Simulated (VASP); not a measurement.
# BN (P6_3/mmc) in VASP: notebook, part 2 of 2

VASP 6.6.1.

## (3) Single point, r2SCAN

Contents of POSCAR:

```
BN
1.0
    2.5009697631      0.0000000000      0.0000000000
   -1.2504848816      2.1659033489      0.0000000000
    0.0000000000      0.0000000000      6.8957976065
B N
2 2
Direct
    0.3333333333      0.6666666667      0.2500000000
    0.6666666667      0.3333333333      0.7500000000
    0.3333333333      0.6666666667      0.7500000000
    0.6666666667      0.3333333333      0.2500000000
```

Contents of INCAR.step1:

```
SYSTEM = BN
  PREC = Accurate
  ENCUT = 520
  ISMEAR = -4
  SIGMA = 0.1
  LREAL = .FALSE.
  LASPH = .TRUE.
  NELM = 80
  NBANDS = 16
  GGA = PE
  ALGO = Normal
  EDIFF = 1E-4
  LWAVE = .TRUE.
  LCHARG = .FALSE.
```

Contents of INCAR.step2:

```
SYSTEM = BN
  PREC = Accurate
  ENCUT = 520
  EDIFF = 1E-6
  ISMEAR = -4
  SIGMA = 0.1
  LREAL = .FALSE.
  LASPH = .TRUE.
  NELM = 80
  ALGO = Normal
  ISIF = 2
  LWAVE = .FALSE.
  LCHARG = .FALSE.
  METAGGA = R2SCAN
  LMIXTAU = .TRUE.
  NBANDS = 16
  ISTART = 1
```

Contents of KPOINTS:

```
Automatic mesh
0
G
  10 10 4
  0 0 0
```

Potentials or basis: VASP PAW PBE potentials, release 64 (B, N).

Started as:

```
$ cat potpaw_PBE.64/B/POTCAR potpaw_PBE.64/N/POTCAR > POTCAR
$ cp INCAR.step1 INCAR
$ mpirun -np 1 vasp_std > vasp.out
$ cp INCAR.step2 INCAR
$ mpirun -np 1 vasp_std > vasp.out
```

OUTCAR:

```text
SYSTEM = BN
   PREC = Accurate
   ENCUT = 520
   EDIFF = 1E-6
   ISMEAR = -4
   LREAL = .FALSE.
   LASPH = .TRUE.
   NELM = 80
   ISIF = 2
   METAGGA = R2SCAN
   ISTART = 1

 ion  position               nearest neighbor table
   1  0.333  0.667  0.250-   4 1.44   4 1.44   4 1.44
   2  0.667  0.333  0.750-   3 1.44   3 1.44   3 1.44
   3  0.333  0.667  0.750-   2 1.44   2 1.44   2 1.44
   4  0.667  0.333  0.250-   1 1.44   1 1.44   1 1.44

  LATTYP: Found a hexagonal cell.
 ALAT       =     2.5009697631
 C/A-ratio  =     2.7572494911

  Lattice vectors:

 A1 = (   2.5009697631,   0.0000000000,   0.0000000000)
 A2 = (  -1.2504848816,   2.1659033489,   0.0000000000)
 A3 = (   0.0000000000,   0.0000000000,   6.8957976065)

Analysis of symmetry for initial positions (statically):
=====================================================================
 Subroutine PRICEL returns:
 Original cell was already a primitive cell.

 Routine SETGRP: Setting up the symmetry group for a
 hexagonal supercell.

 Subroutine GETGRP returns: Found 24 space group operations
 (whereof 12 operations were pure point group operations)
 out of a pool of 24 trial point group operations.

The static configuration has the point symmetry D_3d.
 The point group associated with its full space group is D_6h.

Analysis of symmetry for dynamics (positions and initial velocities):
=====================================================================
 Subroutine PRICEL returns:
 Original cell was already a primitive cell.

 Routine SETGRP: Setting up the symmetry group for a
 hexagonal supercell.

 Subroutine GETGRP returns: Found 24 space group operations
 (whereof 12 operations were pure point group operations)
 out of a pool of 24 trial point group operations.

The dynamic configuration has the point symmetry D_3d.
 The point group associated with its full space group is D_6h.

 Subroutine INISYM returns: Found 24 space group operations
 (whereof 12 operations are pure point group operations),
[... 119 lines left out ...]
   IALGO  =     38    algorithm
   IMIX   =      4    mixing-type and parameters
     AMIX     =   0.40;   BMIX     =  1.00
     AMIX_MAG =   1.60;   BMIX_MAG =  1.00
  volume/ion in A,a.u.               =       9.34        63.02
  Fermi-wavevector in a.u.,A,eV,Ry     =   1.234063  2.332042 20.720483  1.522913
  Thomas-Fermi vector in A             =   2.368769
   LORBIT       =      0    0 simple, 1 ext, 2 COOP (PROOUT), +10 PAW based schemes
   METAGGA = R2SCAN    functional components
   LHFCALC =     F    Hartree Fock is set to
   AEXX    =    0.0000 exact exchange contribution
   IVDW    =     0    specifies the selected vdW correction
   LEPSILON=     F    determine dielectric tensor
   LRPA    =     F    only Hartree local field effects (RPA)
 non-spin polarized calculation
 Fermi weights with tetrahedron method witout Bloechl corrections
  energy-cutoff  :      520.00
  volume of cell :       37.35
 maximum number of plane-waves:      1034
 NGX is ok and might be reduce to    20
   NGX =  9   NGY =  9   NGZ = 25

 number of electron      16.0000000 magnetization

 Free energy of the ion-electron system (eV)
  ---------------------------------------------------
  ext. energy  EPLUGINS =         0.00000000
  ---------------------------------------------------
  free energy    TOTEN  =       -38.59615370 eV

  energy without entropy =      -38.59615370  energy(sigma->0) =      -38.59615370

 E-fermi :   1.8332     XC(G=0): -10.4906

 val. band max:        1.7441493814   @ k =   0.3000   0.3000   0.0000
 cond. band min:       6.6601934354   @ k =   0.5000   0.0000   0.0000
 fundamental gap:      4.9160440540
 Fermi energy:         1.8331810640

 k-point     1 :       0.0000    0.0000    0.0000
  band No.  band energies     occupation
      1     -17.0532      2.00000
      2     -16.8370      2.00000
      3      -4.5089      2.00000
      4      -2.6914      2.00000
      5       0.3793      2.00000
      6       0.3793      2.00000
[... 433 lines left out ...]
      3      -7.1952      2.00000
      4      -7.1548      2.00000
      5      -3.0760      2.00000
      6      -3.0396      2.00000
[... 8 lines left out ...]
     15      17.6510      0.00000
     16      20.1913      0.00000

 [... further k-points ...]
[... 5 lines left out ...]
  --------------------------------------------------------------------------------------
  -------------------------------------------------------------------------------------
  Total        0.1566441      0.1566441     -0.0714496     -0.0000000      0.0000000      0.0000000
  in kB        6.7188150      6.7188150     -3.0646344     -0.0000000      0.0000000      0.0000000
  external PRESSURE =       3.4576652 kB  Pullay stress =       0.0000000 kB

 VOLUME and BASIS-vectors are now :
 -----------------------------------------------------------------------------
  energy-cutoff  :      520.00
  volume of cell :       37.35
      direct lattice vectors                 reciprocal lattice vectors
     2.500969763  0.000000000  0.000000000     0.399844898  0.230850560  0.000000000
    -1.250484882  2.165903349  0.000000000     0.000000000  0.461701119  0.000000000
     0.000000000  0.000000000  6.895797607     0.000000000  0.000000000  0.145015857

 POSITION                                       TOTAL-FORCE (eV/Angst)
 -----------------------------------------------------------------------------------
     -0.00000      1.44394      1.72395        -0.000000     -0.000000      0.000000
      1.25048      0.72197      5.17185         0.000000      0.000000      0.000000
     -0.00000      1.44394      5.17185        -0.000000      0.000000      0.000000
      1.25048      0.72197      1.72395         0.000000     -0.000000      0.000000
 -----------------------------------------------------------------------------------
    total drift:                                0.000000     -0.000000      0.000000

  FREE ENERGIE OF THE ION-ELECTRON SYSTEM (eV)
  ---------------------------------------------------
  free  energy   TOTEN  =       -38.5961536982 eV

  energy  without entropy=      -38.5961536982  energy(sigma->0) =      -38.59615370
```

OUTCAR.step1:

```text
SYSTEM = BN
   PREC = Accurate
   ENCUT = 520
   ISMEAR = -4
   LREAL = .FALSE.
   LASPH = .TRUE.
   NELM = 80
[... 689 lines left out ...]
      1.25048      0.72197      5.17185         0.000000      0.000000      0.000000
     -0.00000      1.44394      5.17185        -0.000000      0.000000      0.000000
      1.25048      0.72197      1.72395         0.000000     -0.000000      0.000000
 -----------------------------------------------------------------------------------
    total drift:                                0.000000     -0.000000      0.000000

  FREE ENERGIE OF THE ION-ELECTRON SYSTEM (eV)
  ---------------------------------------------------
  free  energy   TOTEN  =       -35.1710162472 eV

  energy  without entropy=      -35.1710162472  energy(sigma->0) =      -35.17101625
```

It took 78 s on 1 thread of Intel Xeon 6975P-C, shared host; peak memory 0.17 GiB.

What came out:

* Free energy: -38.5962 eV
* Pressure: 0.3 GPa
* Band gap on the k mesh: 4.92 eV, indirect (least direct gap 5.42 eV)

Stress tensor (GPa, compression positive):
```
 0.67  0.00  0.00
 0.00  0.67  0.00
 0.00  0.00 -0.31
```

Caveat: the PAW data sets were made with another functional, which shifts forces and pressure a little. r2SCAN opens gaps a little over a GGA but as a rule still falls short of measured ones.
